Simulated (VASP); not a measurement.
# SrRe (Pm-3m) in VASP: a series of runs, part 2 of 2

VASP 6.6.1. The steps go on from the part before.

## Step 3: Single point, PBE

This run uses another cell than the first one, of 24.08 Å³/atom, 1.020 times its volume.

INCAR

```
SYSTEM = SrRe
ALGO     = Fast           ! electronic algorithm
EDIFF    = 1E-7           ! SCF threshold, eV
ENCUT    = 520            ! plane-wave cutoff, eV
GGA      = PE             ! functional
ISIF     = 2              ! what is computed and relaxed
ISMEAR   = 0              ! smearing method
LASPH    = .TRUE.         ! aspherical terms in the spheres
LCHARG   = .FALSE.        ! write CHGCAR
LREAL    = .FALSE.        ! projectors in reciprocal space
LWAVE    = .FALSE.        ! write WAVECAR
NBANDS   = 16             ! bands
NELM     = 60             ! most SCF steps
PREC     = Accurate       ! precision mode
SIGMA    = 0.05           ! smearing width, eV
```

KPOINTS

```
k-points
0
G
  10 10 10
  0 0 0
```

POSCAR

```
SrRe
1.0
    3.6380263064      0.0000000000      0.0000000000
    0.0000000000      3.6380263064      0.0000000000
    0.0000000000      0.0000000000      3.6380263064
Sr Re
1 1
Direct
    0.0000000000      0.0000000000      0.0000000000
    0.5000000000      0.5000000000      0.5000000000
```

Potentials or basis: VASP PAW PBE potentials, release 64 (Sr_sv, Re).

The run is started by

```sh
$ cat potpaw_PBE.64/Sr_sv/POTCAR potpaw_PBE.64/Re/POTCAR > POTCAR
$ mpirun -np 1 vasp_std > vasp.out
```

OUTCAR:

```text
SYSTEM = SrRe
   EDIFF = 1E-7
   ENCUT = 520
   GGA = PE
   ISIF = 2
   ISMEAR = 0
   LASPH = .TRUE.
   LREAL = .FALSE.
   NELM = 60
   PREC = Accurate

 ion  position               nearest neighbor table
   1  0.000  0.000  0.000-   2 3.15   2 3.15   2 3.15   2 3.15   2 3.15   2 3.15   2 3.15   2 3.15

   2  0.500  0.500  0.500-   1 3.15   1 3.15   1 3.15   1 3.15   1 3.15   1 3.15   1 3.15   1 3.15

  LATTYP: Found a simple cubic cell.
 ALAT       =     3.6380263064

  Lattice vectors:

 A1 = (   3.6380263064,   0.0000000000,   0.0000000000)
 A2 = (   0.0000000000,   3.6380263064,   0.0000000000)
 A3 = (   0.0000000000,   0.0000000000,   3.6380263064)

Analysis of symmetry for initial positions (statically):
=====================================================================
 Subroutine PRICEL returns:
 Original cell was already a primitive cell.

 Routine SETGRP: Setting up the symmetry group for a
 simple cubic supercell.

 Subroutine GETGRP returns: Found 48 space group operations
 (whereof 48 operations were pure point group operations)
 out of a pool of 48 trial point group operations.

The static configuration has the point symmetry O_h .

Analysis of symmetry for dynamics (positions and initial velocities):
=====================================================================
 Subroutine PRICEL returns:
 Original cell was already a primitive cell.

 Routine SETGRP: Setting up the symmetry group for a
 simple cubic supercell.

 Subroutine GETGRP returns: Found 48 space group operations
 (whereof 48 operations were pure point group operations)
 out of a pool of 48 trial point group operations.

The dynamic configuration has the point symmetry O_h .

 Subroutine INISYM returns: Found 48 space group operations
 (whereof 48 operations are pure point group operations),
 and found     1 'primitive' translations

----------------------------------------------------------------------------------------
[... 108 lines left out ...]
   ISMEAR =     0;   SIGMA  =   0.05  broadening in eV -4-tet -1-fermi 0-gaus
   EFERMI_NEDOS =   21; number of points for ismear=-14 and -15
   IALGO  =     68    algorithm
   IMIX   =      4    mixing-type and parameters
     AMIX     =   0.40;   BMIX     =  1.00
     AMIX_MAG =   1.60;   BMIX_MAG =  1.00
  volume/ion in A,a.u.               =      24.08       162.47
  Fermi-wavevector in a.u.,A,eV,Ry     =   1.157067  2.186540 18.215546  1.338805
  Thomas-Fermi vector in A             =   2.293682
   LORBIT       =      0    0 simple, 1 ext, 2 COOP (PROOUT), +10 PAW based schemes
   GGA     = PE    functional components
   LHFCALC =     F    Hartree Fock is set to
   AEXX    =    0.0000 exact exchange contribution
   IVDW    =     0    specifies the selected vdW correction
   LEPSILON=     F    determine dielectric tensor
   LRPA    =     F    only Hartree local field effects (RPA)
 non-spin polarized calculation
 RMM-DIIS sequential band-by-band and
 Gauss-broadening in eV      SIGMA  =   0.05
  energy-cutoff  :      520.00
  volume of cell :       48.15
 maximum number of plane-waves:      1328
 NGX is ok and might be reduce to    28
   NGX = 13   NGY = 13   NGZ = 13

 number of electron      17.0000000 magnetization

 Free energy of the ion-electron system (eV)
  ---------------------------------------------------
  ext. energy  EPLUGINS =         0.00000000
  ---------------------------------------------------
  free energy    TOTEN  =       -10.30781334 eV

  energy without entropy =      -10.30142391  energy(sigma->0) =      -10.30461863

 E-fermi :   3.5520     XC(G=0): -10.6723

 val. band max:        3.5488279913   @ k =   0.4000   0.2000   0.1000
 cond. band min:       3.5646734476   @ k =   0.5000   0.4000   0.4000
 fundamental gap:      0.0158454563
 Fermi energy:         3.5520044293

 k-point     1 :       0.0000    0.0000    0.0000
  band No.  band energies     occupation
      1     -30.1434      2.00000
      2     -12.0719      2.00000
      3     -12.0719      2.00000
      4     -12.0719      2.00000
      5      -1.6158      2.00000
      6       1.3314      2.00000
[... 433 lines left out ...]
      3     -12.1050      2.00000
      4     -12.1017      2.00000
      5       0.1013      2.00000
      6       1.9734      2.00000
[... 8 lines left out ...]
     15      11.0025      0.00000
     16      12.2382      0.00000

 [... further k-points ...]
[... 5 lines left out ...]
  --------------------------------------------------------------------------------------
  -------------------------------------------------------------------------------------
  Total        0.0566054      0.0566054      0.0566054      0.0000000     -0.0000000      0.0000000
  in kB        1.8835239      1.8835239      1.8835239      0.0000000     -0.0000000      0.0000000
  external PRESSURE =       1.8835239 kB  Pullay stress =       0.0000000 kB

 VOLUME and BASIS-vectors are now :
 -----------------------------------------------------------------------------
  energy-cutoff  :      520.00
  volume of cell :       48.15
      direct lattice vectors                 reciprocal lattice vectors
     3.638026306  0.000000000  0.000000000     0.274874318  0.000000000  0.000000000
     0.000000000  3.638026306  0.000000000     0.000000000  0.274874318  0.000000000
     0.000000000  0.000000000  3.638026306     0.000000000  0.000000000  0.274874318

 POSITION                                       TOTAL-FORCE (eV/Angst)
 -----------------------------------------------------------------------------------
      0.00000      0.00000      0.00000         0.000000      0.000000      0.000000
      1.81901      1.81901      1.81901         0.000000      0.000000      0.000000
 -----------------------------------------------------------------------------------
    total drift:                               -0.000000      0.000000      0.000000

  FREE ENERGIE OF THE ION-ELECTRON SYSTEM (eV)
  ---------------------------------------------------
  free  energy   TOTEN  =       -10.3078133416 eV

  energy  without entropy=      -10.3014239130  energy(sigma->0) =      -10.30461863
```

OSZICAR:

```text
N       E                     dE             d eps       ncg     rms          rms(c)
DAV:   1     0.541657562191E+02    0.54166E+02   -0.78470E+03  2688   0.109E+03
DAV:   2    -0.889898189727E+01   -0.63065E+02   -0.58867E+02  2856   0.266E+02
DAV:   3    -0.112766949287E+02   -0.23777E+01   -0.23296E+01  3136   0.415E+01
[... 37 lines left out ...]
RMM:  41    -0.103078129053E+02   -0.17347E-06   -0.20121E-06  1717   0.137E-02    0.122E-03
RMM:  42    -0.103078130446E+02   -0.13930E-06   -0.16002E-06  1702   0.146E-02    0.110E-03
RMM:  43    -0.103078131815E+02   -0.13690E-06   -0.14685E-06  1721   0.149E-02    0.130E-03
RMM:  44    -0.103078132711E+02   -0.89656E-07   -0.10657E-06  1659   0.134E-02    0.140E-03
RMM:  45    -0.103078133416E+02   -0.70496E-07   -0.88575E-07  1624   0.141E-02
   1 F= -.10307813E+02 E0= -.10304619E+02  d E =-.638943E-02
```

It took 55 s on 1 thread of Intel Xeon 6975P-C (Granite Rapids), shared host; peak memory 0.19 GiB.

What came out:

```yaml
Free_energy: -10.3078 eV
Pressure: 0.2 GPa
```

Caveat: spin-orbit coupling is left out, which moves the levels of the heavy elements.
